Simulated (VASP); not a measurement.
# SiO2 (Stishovite) (P4_2/mnm) in VASP: notebook, part 2 of 2

VASP 6.6.1. Earlier steps stand in the parts before.

**3. Single point, PBEsol**

This run uses another cell than the first one, of 8.29 Å³/atom, 1.029 times its volume.

INCAR

```
ALGO = Normal ; EDIFF = 1E-7
ENCUT = 520 ; GGA = PS
ISIF = 2 ; ISMEAR = 0
LASPH = T ; LCHARG = T
LELF = T ; LREAL = F
LVHAR = T ; LWAVE = F
NBANDS = 25 ; NELM = 80
PREC = Accurate ; SIGMA = 0.01
```

KPOINTS

```
k-points
0
Gamma
  4 4 6
```

POSCAR

```
SiO2
1.0
    4.2725805444      0.0000000000      0.0000000000
    0.0000000000      4.2725805444      0.0000000000
    0.0000000000      0.0000000000      2.7259908713
Si O
2 4
Direct
    0.0000000000      0.0000000000      0.0000000000
    0.5000000000      0.5000000000      0.5000000000
    0.3059000000      0.3059000000      0.0000000000
    0.1941000000      0.8059000000      0.5000000000
    0.6941000000      0.6941000000      0.0000000000
    0.8059000000      0.1941000000      0.5000000000
```

Potentials or basis: VASP PAW PBE potentials, release 64 (Si, O).

Command:

```console
cat potpaw_PBE.64/Si/POTCAR potpaw_PBE.64/O/POTCAR > POTCAR
mpirun -np 1 vasp_std > vasp.out
```

OUTCAR:

```text
EDIFF = 1E-7
   ENCUT = 520
   GGA = PS
   ISIF = 2
   ISMEAR = 0
   LASPH = T
   LREAL = F
   NELM = 80
   PREC = Accurate

 ion  position               nearest neighbor table
   1  0.000  0.000  0.000-   4 1.80   6 1.80   4 1.80   6 1.80   5 1.85   3 1.85
   2  0.500  0.500  0.500-   3 1.80   5 1.80   3 1.80   5 1.80   4 1.85   6 1.85
   3  0.306  0.306  0.000-   2 1.80   2 1.80   1 1.85
   4  0.194  0.806  0.500-   1 1.80   1 1.80   2 1.85
   5  0.694  0.694  0.000-   2 1.80   2 1.80   1 1.85
   6  0.806  0.194  0.500-   1 1.80   1 1.80   2 1.85

  LATTYP: Found a simple tetragonal cell.
 ALAT       =     4.2725805444
 C/A-ratio  =     0.6380197735

  Lattice vectors:

 A1 = (   4.2725805444,   0.0000000000,   0.0000000000)
 A2 = (   0.0000000000,   4.2725805444,   0.0000000000)
 A3 = (   0.0000000000,   0.0000000000,   2.7259908713)

Analysis of symmetry for initial positions (statically):
=====================================================================
 Subroutine PRICEL returns:
 Original cell was already a primitive cell.

 Routine SETGRP: Setting up the symmetry group for a
 simple tetragonal supercell.

 Subroutine GETGRP returns: Found 16 space group operations
 (whereof  8 operations were pure point group operations)
 out of a pool of 16 trial point group operations.

The static configuration has the point symmetry D_2h.
 The point group associated with its full space group is D_4h.

Analysis of symmetry for dynamics (positions and initial velocities):
=====================================================================
 Subroutine PRICEL returns:
 Original cell was already a primitive cell.

 Routine SETGRP: Setting up the symmetry group for a
 simple tetragonal supercell.
[... 129 lines left out ...]
   EFERMI_NEDOS =   21; number of points for ismear=-14 and -15
   IALGO  =     38    algorithm
   IMIX   =      4    mixing-type and parameters
     AMIX     =   0.40;   BMIX     =  1.00
     AMIX_MAG =   1.60;   BMIX_MAG =  1.00
  volume/ion in A,a.u.               =       8.29        55.97
  Fermi-wavevector in a.u.,A,eV,Ry     =   1.413047  2.670271 27.166767  1.996701
  Thomas-Fermi vector in A             =   2.534733
   LORBIT       =      0    0 simple, 1 ext, 2 COOP (PROOUT), +10 PAW based schemes
   GGA     = PS    functional components
   LHFCALC =     F    Hartree Fock is set to
   AEXX    =    0.0000 exact exchange contribution
   IVDW    =     0    specifies the selected vdW correction
   LEPSILON=     F    determine dielectric tensor
   LRPA    =     F    only Hartree local field effects (RPA)
 non-spin polarized calculation
 Gauss-broadening in eV      SIGMA  =   0.01
  energy-cutoff  :      520.00
  volume of cell :       49.76
 maximum number of plane-waves:      1356
 NGX is ok and might be reduce to    32
   NGX = 15   NGY = 15   NGZ = 11

 number of electron      32.0000016 magnetization

 Free energy of the ion-electron system (eV)
  ---------------------------------------------------
  ext. energy  EPLUGINS =         0.00000000
  ---------------------------------------------------
  free energy    TOTEN  =       -48.86644685 eV

  energy without entropy =      -48.86644685  energy(sigma->0) =      -48.86644685

 E-fermi :   7.4374     XC(G=0): -12.1877

 val. band max:        7.2809800588   @ k =   0.0000   0.0000   0.0000
 cond. band min:      11.7032537578   @ k =   0.0000   0.0000   0.0000
 fundamental gap:      4.4222736990
 Fermi energy:         7.4373906956

 k-point     1 :       0.0000    0.0000    0.0000
  band No.  band energies     occupation
      1     -14.6129      2.00000
      2     -11.2614      2.00000
      3     -11.2614      2.00000
      4     -11.0389      2.00000
      5      -3.2826      2.00000
      6       1.1315      2.00000
[... 661 lines left out ...]
     24      20.8984      0.00000
     25      21.7768      0.00000

------------------------ aborting loop because EDIFF is reached ----------------------------------------

  FORCE on cell =-STRESS in cart. coord.  units (eV):
  Direction    XX          YY          ZZ          XY          YZ          ZX
  --------------------------------------------------------------------------------------
  -------------------------------------------------------------------------------------
  Total       -4.4136138     -4.4136138     -5.0936089     -0.0000000      0.0000000      0.0000000
  in kB     -142.1019369   -142.1019369   -163.9952487     -0.0000000      0.0000000      0.0000000
  external PRESSURE =    -149.3997075 kB  Pullay stress =       0.0000000 kB

 VOLUME and BASIS-vectors are now :
 -----------------------------------------------------------------------------
  energy-cutoff  :      520.00
  volume of cell :       49.76
      direct lattice vectors                 reciprocal lattice vectors
     4.272580544  0.000000000  0.000000000     0.234050591  0.000000000  0.000000000
     0.000000000  4.272580544  0.000000000     0.000000000  0.234050591  0.000000000
     0.000000000  0.000000000  2.725990871     0.000000000  0.000000000  0.366839086

 POSITION                                       TOTAL-FORCE (eV/Angst)
 -----------------------------------------------------------------------------------
      0.00000      0.00000      0.00000         0.000000      0.000000      0.000000
      2.13629      2.13629      1.36300         0.000000      0.000000      0.000000
      1.30698      1.30698      0.00000         0.240497      0.240497      0.000000
      0.82931      3.44327      1.36300        -0.240497      0.240497      0.000000
      2.96560      2.96560      0.00000        -0.240497     -0.240497      0.000000
      3.44327      0.82931      1.36300         0.240497     -0.240497      0.000000
 -----------------------------------------------------------------------------------
    total drift:                                0.000000      0.000000     -0.000000

  FREE ENERGIE OF THE ION-ELECTRON SYSTEM (eV)
  ---------------------------------------------------
  free  energy   TOTEN  =       -48.8664468469 eV

  energy  without entropy=      -48.8664468469  energy(sigma->0) =      -48.86644685
```

OSZICAR:

```text
N       E                     dE             d eps       ncg     rms          rms(c)
DAV:   1     0.129570360594E+03    0.12957E+03   -0.17424E+04  1208   0.122E+03
DAV:   2    -0.458847036070E+02   -0.17546E+03   -0.16604E+03  1464   0.272E+02
DAV:   3    -0.529044097559E+02   -0.70197E+01   -0.69825E+01  1585   0.526E+01
DAV:   4    -0.529536020187E+02   -0.49192E-01   -0.49167E-01  1436   0.505E+00
DAV:   5    -0.529540288696E+02   -0.42685E-03   -0.42674E-03  1606   0.441E-01    0.158E+01
DAV:   6    -0.488827259253E+02    0.40713E+01   -0.11438E+01  1510   0.224E+01    0.742E+00
DAV:   7    -0.488776891944E+02    0.50367E-02   -0.58198E-01  1437   0.437E+00    0.283E+00
DAV:   8    -0.488664677385E+02    0.11221E-01   -0.24085E-02  1566   0.133E+00    0.966E-01
DAV:   9    -0.488663622222E+02    0.10552E-03   -0.55472E-03  1523   0.631E-01    0.253E-01
DAV:  10    -0.488664701685E+02   -0.10795E-03   -0.48072E-04  1508   0.153E-01    0.503E-02
DAV:  11    -0.488664467653E+02    0.23403E-04   -0.73567E-05  1535   0.615E-02    0.139E-02
DAV:  12    -0.488664467967E+02   -0.31405E-07   -0.52433E-06  1511   0.158E-02    0.249E-03
DAV:  13    -0.488664468469E+02   -0.50130E-07   -0.19072E-07  1271   0.318E-03
   1 F= -.48866447E+02 E0= -.48866447E+02  d E =-.332739-110
```

Wall time 46 s (1 thread of AMD EPYC 7R13, shared host); peak memory 0.13 GiB.

What came out:

```
Free energy            : -48.8664 eV
Pressure               : -14.9 GPa
Largest force          : 0.340 eV/Å
Band gap on the k mesh : 4.42 eV, direct
```

Forces in eV/Å, atoms in the order of the input:
```
Si   0.000  0.000  0.000
Si   0.000  0.000  0.000
O    0.240  0.240  0.000
O   -0.240  0.240  0.000
O   -0.240 -0.240  0.000
O    0.240 -0.240  0.000
```

Stress tensor (GPa, compression positive):
```
-14.21   0.00   0.00
  0.00 -14.21   0.00
  0.00   0.00 -16.40
```

Caveat: the PAW data sets were made with another functional, which shifts forces and pressure a little. Expect the measured gap to be larger: semilocal functionals such as PBEsol lack the derivative discontinuity.
